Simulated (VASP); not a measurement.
# WCl (Pm-3m) in VASP: notebook

WCl is run at these levels: PBE; tasks: single point.

Program: VASP 6.6.1. These are calculated values, not measurements. Logs are shortened: lines on timing, memory, paths and dates and some standing lists are left out, and cuts for length are marked.

**1. The cell of the first run**

It takes space group Pm-3m (No. 221, cubic). The conventional cell has a = 3.090 Å, b = 3.090 Å, c = 3.090 Å, α = 90.00°, β = 90.00°, γ = 90.00°. Within 3.5 Å of W (site symmetry m-3m) lie 8 Cl at 2.68 Å and 6 W at 3.09 Å. Within 3.5 Å of Cl (site symmetry m-3m) lie 8 W at 2.68 Å and 6 Cl at 3.09 Å.

**2. Single point, PBE**

Input file INCAR:

```
SYSTEM = WCl
PREC = Accurate
ENCUT = 500
EDIFF = 1E-6
ISMEAR = 0
SIGMA = 0.2
LREAL = .FALSE.
LASPH = .TRUE.
NELM = 120
ALGO = Normal
ISIF = 2
LWAVE = .FALSE.
LCHARG = .FALSE.
GGA = PE
NBANDS = 18
GGA_COMPAT = .FALSE.
```

Input file KPOINTS:

```
Automatic mesh
0
G
  5 5 5
  0 0 0
```

Input file POSCAR:

```
WCl
1.0
    3.0898001682      0.0000000000      0.0000000000
    0.0000000000      3.0898001682      0.0000000000
    0.0000000000      0.0000000000      3.0898001682
W Cl
1 1
Direct
    0.0000000000      0.0000000000      0.0000000000
    0.5000000000      0.5000000000      0.5000000000
```

Potentials or basis: VASP PAW PBE potentials, release 64 (W_sv, Cl).

Command:

```
> cat potpaw_PBE.64/W_sv/POTCAR potpaw_PBE.64/Cl/POTCAR > POTCAR
> mpirun -np 1 vasp_std > vasp.out
```

OUTCAR:

```text
SYSTEM = WCl
   PREC = Accurate
   ENCUT = 500
   EDIFF = 1E-6
   ISMEAR = 0
   LREAL = .FALSE.
   LASPH = .TRUE.
   NELM = 120
   ISIF = 2
   GGA = PE

 ion  position               nearest neighbor table
   1  0.000  0.000  0.000-   2 2.68   2 2.68   2 2.68   2 2.68   2 2.68   2 2.68   2 2.68   2 2.68

   2  0.500  0.500  0.500-   1 2.68   1 2.68   1 2.68   1 2.68   1 2.68   1 2.68   1 2.68   1 2.68

  LATTYP: Found a simple cubic cell.
 ALAT       =     3.0898001682

  Lattice vectors:

 A1 = (   3.0898001682,   0.0000000000,   0.0000000000)
 A2 = (   0.0000000000,   3.0898001682,   0.0000000000)
 A3 = (   0.0000000000,   0.0000000000,   3.0898001682)

Analysis of symmetry for initial positions (statically):
=====================================================================
 Subroutine PRICEL returns:
 Original cell was already a primitive cell.

 Routine SETGRP: Setting up the symmetry group for a
 simple cubic supercell.

 Subroutine GETGRP returns: Found 48 space group operations
 (whereof 48 operations were pure point group operations)
 out of a pool of 48 trial point group operations.

The static configuration has the point symmetry O_h .

Analysis of symmetry for dynamics (positions and initial velocities):
=====================================================================
 Subroutine PRICEL returns:
 Original cell was already a primitive cell.

 Routine SETGRP: Setting up the symmetry group for a
 simple cubic supercell.

 Subroutine GETGRP returns: Found 48 space group operations
 (whereof 48 operations were pure point group operations)
 out of a pool of 48 trial point group operations.

The dynamic configuration has the point symmetry O_h .

 Subroutine INISYM returns: Found 48 space group operations
 (whereof 48 operations are pure point group operations),
 and found     1 'primitive' translations

----------------------------------------------------------------------------------------

                                     Primitive cell

  volume of cell :      29.4979

  direct lattice vectors                    reciprocal lattice vectors
     3.089800168  0.000000000  0.000000000     0.323645526  0.000000000  0.000000000
     0.000000000  3.089800168  0.000000000     0.000000000  0.323645526  0.000000000
     0.000000000  0.000000000  3.089800168     0.000000000  0.000000000  0.323645526

  length of vectors
     3.089800168  3.089800168  3.089800168     0.323645526  0.323645526  0.323645526

  position of ions in fractional coordinates (direct lattice)
     0.000000000  0.000000000  0.000000000
     0.500000000  0.500000000  0.500000000

  ion indices of the primitive-cell ions
   primitive index   ion index
                 1           1
                 2           2

----------------------------------------------------------------------------------------

 KPOINTS: Automatic mesh

Automatic generation of k-mesh.
 Grid dimensions read from file:
 generate k-points for:    5    5    5

 Generating k-lattice:

  Cartesian coordinates                     Fractional coordinates (reciprocal lattice)
     0.064729105  0.000000000  0.000000000     0.200000000  0.000000000  0.000000000
     0.000000000  0.064729105  0.000000000     0.000000000  0.200000000  0.000000000
     0.000000000  0.000000000  0.064729105     0.000000000  0.000000000  0.200000000

  Length of vectors
     0.064729105  0.064729105  0.064729105

  Shift w.r.t. Gamma in fractional coordinates (k-lattice)
     0.000000000  0.000000000  0.000000000

 Subroutine IBZKPT returns following result:
 ===========================================

 Found     10 irreducible k-points:

 Following reciprocal coordinates:
            Coordinates               Weight
  0.000000  0.000000  0.000000      1.000000
  0.200000  0.000000  0.000000      6.000000
  0.400000  0.000000  0.000000      6.000000
  0.200000  0.200000  0.000000     12.000000
  0.400000  0.200000  0.000000     24.000000
  0.400000  0.400000  0.000000     12.000000
  0.200000  0.200000  0.200000      8.000000
  0.400000  0.200000  0.200000     24.000000
  0.400000  0.400000  0.200000     24.000000
  0.400000  0.400000  0.400000      8.000000
   k-points           NKPTS =     10   k-points in BZ     NKDIM =     10   number of bands    NBANDS=     18
   number of dos      NEDOS =    301   number of ions     NIONS =      2
   total plane-waves  NPLWV =  13824
   dimension x,y,z NGX =    24 NGY =   24 NGZ =   24
   dimension x,y,z NGXF=    48 NGYF=   48 NGZF=   48
   ions per type =               1   1
   NGX,Y,Z   is equivalent  to a cutoff of  12.91, 12.91, 12.91 a.u.
   NGXF,Y,Z  is equivalent  to a cutoff of  25.83, 25.83, 25.83 a.u.
 SYSTEM =  WCl
   PREC   = accura    normal or accurate (medium, high low for compatibility)
   ISTART =      0    job   : 0-new  1-cont  2-samecut
   ICHARG =      2    charge: 1-file 2-atom 10-const
   ISPIN  =      1    spin polarized calculation?
   LNONCOLLINEAR =      F non collinear calculations
   LSORBIT =      F    spin-orbit coupling
   LASPH  =      T    aspherical Exc in radial PAW
   ENCUT  =  500.0 eV  36.75 Ry    6.06 a.u.   5.63  5.63  5.63*2*pi/ulx,y,z
   NELM   =    120;   NELMIN=  2; NELMDL= -5     # of ELM steps
   EDIFF  = 0.1E-05   stopping-criterion for ELM
   LREAL  =      F    real-space projection
   EDIFFG = 0.1E-04   stopping-criterion for IOM
   NSW    =      0    number of steps for IOM
   IBRION =     -1    ionic relax: 0-MD 1-quasi-New 2-CG
   NFREE  =      0    steps in history (QN), initial steepest desc. (CG)
   ISIF   =      2    stress and relaxation
   ISYM   =      2    0-nonsym 1-usesym 2-fastsym
   POTIM  = 0.5000    time-step for ionic-motion
   TEBEG  =    0.0;   TEEND  =   0.0 temperature during run
   PSTRESS=    0.0 pullay stress
   NELECT =      21.0000    total number of electrons
   NUPDOWN=      -1.0000    fix difference up-down
   EMIN   =  10.00;   EMAX   =-10.00  energy-range for DOS
   EFERMI =   0.00;   METHOD = LEGACY
   ISMEAR =     0;   SIGMA  =   0.20  broadening in eV -4-tet -1-fermi 0-gaus
   EFERMI_NEDOS =   21; number of points for ismear=-14 and -15
   IALGO  =     38    algorithm
   IMIX   =      4    mixing-type and parameters
     AMIX     =   0.40;   BMIX     =  1.00
     AMIX_MAG =   1.60;   BMIX_MAG =  1.00
  volume/ion in A,a.u.               =      14.75        99.53
  Fermi-wavevector in a.u.,A,eV,Ry     =   1.461787  2.762378 29.073232  2.136822
  Thomas-Fermi vector in A             =   2.578078
   LORBIT       =      0    0 simple, 1 ext, 2 COOP (PROOUT), +10 PAW based schemes
   GGA     = PE    functional components
   LHFCALC =     F    Hartree Fock is set to
   AEXX    =    0.0000 exact exchange contribution
   IVDW    =     0    specifies the selected vdW correction
   LEPSILON=     F    determine dielectric tensor
   LRPA    =     F    only Hartree local field effects (RPA)
 non-spin polarized calculation
 Gauss-broadening in eV      SIGMA  =   0.20
  energy-cutoff  :      500.00
  volume of cell :       29.50
 maximum number of plane-waves:       752
 NGX is ok and might be reduce to    24
   NGX = 11   NGY = 11   NGZ = 11

 number of electron      21.0000007 magnetization

 Free energy of the ion-electron system (eV)
  ---------------------------------------------------
  ext. energy  EPLUGINS =         0.00000000
  ---------------------------------------------------
  free energy    TOTEN  =       -11.69189559 eV

  energy without entropy =      -11.64838730  energy(sigma->0) =      -11.67014144

 E-fermi :  11.8161     XC(G=0): -12.8200

 val. band max:       11.4700188395   @ k =   0.2000   0.2000   0.0000
 cond. band min:      11.8669827856   @ k =   0.4000   0.2000   0.0000
 fundamental gap:      0.3969639461
 Fermi energy:        11.8160763942

 k-point     1 :       0.0000    0.0000    0.0000
  band No.  band energies     occupation
      1     -62.6898      2.00000
      2     -26.8212      2.00000
      3     -26.8212      2.00000
      4     -26.8212      2.00000
      5      -8.6324      2.00000
      6       5.8993      2.00000
[... 10 lines left out ...]
     17      27.2287      0.00000
     18      27.2288      0.00000

 k-point     2 :       0.2000    0.0000    0.0000
  band No.  band energies     occupation
      1     -62.6854      2.00000
      2     -26.9322      2.00000
      3     -26.8113      2.00000
      4     -26.8113      2.00000
      5      -8.2520      2.00000
      6       3.4028      2.00000
[... 10 lines left out ...]
     17      22.8301      0.00000
     18      22.8301      0.00000

 k-point     3 :       0.4000    0.0000    0.0000
  band No.  band energies     occupation
      1     -62.6784      2.00000
      2     -27.1073      2.00000
      3     -26.7951      2.00000
      4     -26.7951      2.00000
      5      -7.5213      2.00000
      6       1.0289      2.00000
[... 10 lines left out ...]
     17      19.7488      0.00000
     18      19.7488      0.00000

 k-point     4 :       0.2000    0.2000    0.0000
  band No.  band energies     occupation
      1     -62.6811      2.00000
      2     -26.9252      2.00000
      3     -26.9140      2.00000
      4     -26.8016      2.00000
      5      -7.9511      2.00000
      6       3.2299      2.00000
[... 10 lines left out ...]
     17      21.1949      0.00000
     18      21.7485      0.00000

 k-point     5 :       0.4000    0.2000    0.0000
  band No.  band energies     occupation
      1     -62.6741      2.00000
      2     -27.0908      2.00000
      3     -26.8991      2.00000
      4     -26.7859      2.00000
      5      -7.3971      2.00000
      6       1.5856      2.00000
[... 10 lines left out ...]
     17      21.4871      0.00000
     18      22.1757      0.00000

 k-point     6 :       0.4000    0.4000    0.0000
  band No.  band energies     occupation
      1     -62.6671      2.00000
      2     -27.0658      2.00000
      3     -27.0616      2.00000
      4     -26.7709      2.00000
      5      -7.1859      2.00000
      6       2.6111      2.00000
[... 10 lines left out ...]
     17      21.8096      0.00000
     18      24.8056      0.00000

 k-point     7 :       0.2000    0.2000    0.2000
  band No.  band energies     occupation
      1     -62.6768      2.00000
      2     -26.9174      2.00000
      3     -26.9027      2.00000
      4     -26.9027      2.00000
      5      -7.6962      2.00000
      6       3.6127      2.00000
[... 10 lines left out ...]
     17      21.6084      0.00000
     18      22.3926      0.00000

 k-point     8 :       0.4000    0.2000    0.2000
  band No.  band energies     occupation
      1     -62.6698      2.00000
      2     -27.0754      2.00000
      3     -26.8918      2.00000
      4     -26.8844      2.00000
      5      -7.2329      2.00000
      6       2.0074      2.00000
[... 10 lines left out ...]
     17      19.9053      0.00000
     18      24.7230      0.00000

 k-point     9 :       0.4000    0.4000    0.2000
  band No.  band energies     occupation
      1     -62.6628      2.00000
      2     -27.0520      2.00000
      3     -27.0483      2.00000
      4     -26.8703      2.00000
      5      -6.9427      2.00000
      6       2.5676      2.00000
[... 10 lines left out ...]
     17      22.5493      0.00000
     18      25.7167      0.00000

 k-point    10 :       0.4000    0.4000    0.4000
  band No.  band energies     occupation
      1     -62.6560      2.00000
      2     -27.0308      2.00000
      3     -27.0266      2.00000
      4     -27.0266      2.00000
      5      -6.4867      2.00000
      6       2.2733      2.00000
[... 10 lines left out ...]
     17      22.6423      0.00000
     18      26.3241      0.00000

------------------------ aborting loop because EDIFF is reached ----------------------------------------

  FORCE on cell =-STRESS in cart. coord.  units (eV):
  Direction    XX          YY          ZZ          XY          YZ          ZX
  --------------------------------------------------------------------------------------
  -------------------------------------------------------------------------------------
  Total        0.1395675      0.1395675      0.1395675     -0.0000000     -0.0000000      0.0000000
  in kB        7.5806003      7.5806003      7.5806003     -0.0000000     -0.0000000      0.0000000
  external PRESSURE =       7.5806003 kB  Pullay stress =       0.0000000 kB

 VOLUME and BASIS-vectors are now :
 -----------------------------------------------------------------------------
  energy-cutoff  :      500.00
  volume of cell :       29.50
      direct lattice vectors                 reciprocal lattice vectors
     3.089800168  0.000000000  0.000000000     0.323645526  0.000000000  0.000000000
     0.000000000  3.089800168  0.000000000     0.000000000  0.323645526  0.000000000
     0.000000000  0.000000000  3.089800168     0.000000000  0.000000000  0.323645526

 POSITION                                       TOTAL-FORCE (eV/Angst)
 -----------------------------------------------------------------------------------
      0.00000      0.00000      0.00000         0.000000      0.000000      0.000000
      1.54490      1.54490      1.54490         0.000000      0.000000      0.000000
 -----------------------------------------------------------------------------------
    total drift:                               -0.000000      0.000000     -0.000000

  FREE ENERGIE OF THE ION-ELECTRON SYSTEM (eV)
  ---------------------------------------------------
  free  energy   TOTEN  =       -11.6918955905 eV

  energy  without entropy=      -11.6483872988  energy(sigma->0) =      -11.67014144
```

Wall time 3.4 s (1 thread of Intel Xeon Platinum 8559C (Emerald Rapids), shared host); peak memory 0.13 GiB.

What came out:

* Free energy: -11.6919 eV
* Pressure: 0.8 GPa

Caveat: the k points lie up to 0.41 Å⁻¹ apart; spin-orbit coupling is left out, which moves the levels of the heavy elements; an odd number of electrons without spin polarisation forces a metal; a magnetic or distorted state may lie lower.

**3. Single point, PBE**

Input file INCAR:

```
SYSTEM = WCl
PREC = Accurate ; ENCUT = 500
EDIFF = 1E-6 ; ISMEAR = 0
SIGMA = 0.2 ; LREAL = .FALSE.
LASPH = .TRUE. ; NELM = 120
ALGO = Normal ; ISIF = 2
LWAVE = .FALSE. ; LCHARG = .FALSE.
GGA = PE ; NBANDS = 18
GGA_COMPAT = .FALSE.
```

Input file KPOINTS:

```
regular mesh
0
G
  5 5 5
  0 0 0
```

Input file POSCAR:

```
WCl
1.0
    3.0889692704      0.0000000000      0.0000000000
    0.0000000000      3.0889692704      0.0000000000
    0.0000000000      0.0000000000      3.0889692704
W Cl
1 1
Direct
    0.5000000000      0.5000000000      0.5000000000
    0.0000000000      0.0000000000      0.0000000000
```

Potentials or basis: VASP PAW PBE potentials, release 64 (W_sv, Cl).

Command:

```
> cat potpaw_PBE.64/W_sv/POTCAR potpaw_PBE.64/Cl/POTCAR > POTCAR
> mpirun -np 1 vasp_std > vasp.out
```

OUTCAR:

```text
SYSTEM = WCl
   PREC = Accurate
   ENCUT = 500
   EDIFF = 1E-6
   ISMEAR = 0
   LREAL = .FALSE.
   LASPH = .TRUE.
   NELM = 120
   ISIF = 2
   GGA = PE

 ion  position               nearest neighbor table
   1  0.500  0.500  0.500-   2 2.68   2 2.68   2 2.68   2 2.68   2 2.68   2 2.68   2 2.68   2 2.68

   2  0.000  0.000  0.000-   1 2.68   1 2.68   1 2.68   1 2.68   1 2.68   1 2.68   1 2.68   1 2.68

  LATTYP: Found a simple cubic cell.
 ALAT       =     3.0889692704

  Lattice vectors:

 A1 = (   3.0889692704,   0.0000000000,   0.0000000000)
 A2 = (   0.0000000000,   3.0889692704,   0.0000000000)
 A3 = (   0.0000000000,   0.0000000000,   3.0889692704)

Analysis of symmetry for initial positions (statically):
=====================================================================
 Subroutine PRICEL returns:
 Original cell was already a primitive cell.

 Routine SETGRP: Setting up the symmetry group for a
 simple cubic supercell.

 Subroutine GETGRP returns: Found 48 space group operations
 (whereof 48 operations were pure point group operations)
 out of a pool of 48 trial point group operations.

The static configuration has the point symmetry O_h .
[... 144 lines left out ...]

  energy without entropy =      -11.64831651  energy(sigma->0) =      -11.67003278

 E-fermi :  11.8287     XC(G=0): -12.8245

 val. band max:       11.4842485513   @ k =   0.2000   0.2000   0.0000
 cond. band min:      11.8789982683   @ k =   0.4000   0.2000   0.0000
 fundamental gap:      0.3947497170
 Fermi energy:        11.8286898542

 k-point     1 :       0.0000    0.0000    0.0000
  band No.  band energies     occupation
      1     -62.6764      2.00000
      2     -26.8080      2.00000
      3     -26.8080      2.00000
      4     -26.8080      2.00000
      5      -8.6268      2.00000
      6       5.9095      2.00000
[... 187 lines left out ...]
      5      -6.4775      2.00000
      6       2.2788      2.00000
[... 10 lines left out ...]
     17      22.6658      0.00000
     18      26.3403      0.00000

------------------------ aborting loop because EDIFF is reached ----------------------------------------

  FORCE on cell =-STRESS in cart. coord.  units (eV):
  Direction    XX          YY          ZZ          XY          YZ          ZX
  --------------------------------------------------------------------------------------
  -------------------------------------------------------------------------------------
  Total        0.1618752      0.1618752      0.1618752      0.0000000     -0.0000000      0.0000000
  in kB        8.7993425      8.7993425      8.7993425      0.0000000     -0.0000000      0.0000000
  external PRESSURE =       8.7993425 kB  Pullay stress =       0.0000000 kB

 VOLUME and BASIS-vectors are now :
 -----------------------------------------------------------------------------
  energy-cutoff  :      500.00
  volume of cell :       29.47
      direct lattice vectors                 reciprocal lattice vectors
     3.088969270  0.000000000  0.000000000     0.323732583  0.000000000  0.000000000
     0.000000000  3.088969270  0.000000000     0.000000000  0.323732583  0.000000000
     0.000000000  0.000000000  3.088969270     0.000000000  0.000000000  0.323732583

 POSITION                                       TOTAL-FORCE (eV/Angst)
 -----------------------------------------------------------------------------------
      1.54448      1.54448      1.54448         0.000000      0.000000      0.000000
      0.00000      0.00000      0.00000         0.000000      0.000000      0.000000
 -----------------------------------------------------------------------------------
    total drift:                                0.000000     -0.000000     -0.000000

  FREE ENERGIE OF THE ION-ELECTRON SYSTEM (eV)
  ---------------------------------------------------
  free  energy   TOTEN  =       -11.6917490424 eV

  energy  without entropy=      -11.6483165147  energy(sigma->0) =      -11.67003278
```

stdout:

```text
POSCAR found type information on POSCAR W Cl
 POSCAR found :  2 types and       2 ions
 scaLAPACK will be used
 LDA part: xc-table for (Slater+PW92), standard interpolation
 POSCAR, INCAR and KPOINTS ok, starting setup
 FFT: planning ... GRIDC
 FFT: planning ... GRID_SOFT
 FFT: planning ... GRID
 WAVECAR not read
 entering main loop
```

It took 3.3 s on 1 thread of Intel Xeon Platinum 8559C (Emerald Rapids), shared host; peak memory 0.13 GiB.

What came out:

```yaml
Free_energy: -11.6917 eV
Pressure: 0.9 GPa
```

Levels at points of the mesh, in eV from the Fermi level:
```
           k point  band 7  band 8  band 9  band 10  band 11  band 12  band 13  band 14
(0.00, 0.00, 0.00)   -5.92   -5.92   -4.32    -4.32    -1.40     0.90     0.90     0.90
```

Caveat: the k points lie up to 0.41 Å⁻¹ apart; spin-orbit coupling is left out, which moves the levels of the heavy elements; an odd number of electrons without spin polarisation forces a metal; a magnetic or distorted state may lie lower.
